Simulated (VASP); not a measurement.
# NiO: single point with PBE

Crystal: NiO.

```
Ni O
1.0
     0.00000    2.08590    2.08590
     2.08590    0.00000    2.08590
     2.08590    2.08590    0.00000
Ni O
1 1
Cartesian
  0.0000 0.0000 0.0000
  2.0859 2.0859 2.0859
```

```
Program                : VASP 6.6.1
Task                   : single point
Functional             : PBE
Potentials or basis    : VASP PAW PBE potentials, release 64 (Ni, O)
Cutoff                 : 520 eV
k mesh                 : 14 × 14 × 14
Occupations            : fermi-dirac, width 0.15 eV
Spin                   : collinear spin, ferromagnetic start
Starting moments       : [0.38, 0.05] μB
Fixed moment           : 0.4 μB
Dipole correction      : no
Further INCAR settings : ALGO = Normal; EDIFF = 1e-06; NBANDS = 19
```

```json
{"Pressure": "-0.7 GPa", "Net moment": "0.40 μB per cell", "Site moments": "Ni +0.35; O +0.04 μB", "Valence electrons inside the program's atomic spheres": "Ni 9.05; O 4.94"}
```

Run time: 28 s on 1 thread of Intel(R) Xeon(R) 6975P-C (Granite Rapids), with other jobs on the host, peak memory 0.19 GiB.

Caveat: the total moment is fixed, so each spin has its own Fermi level.
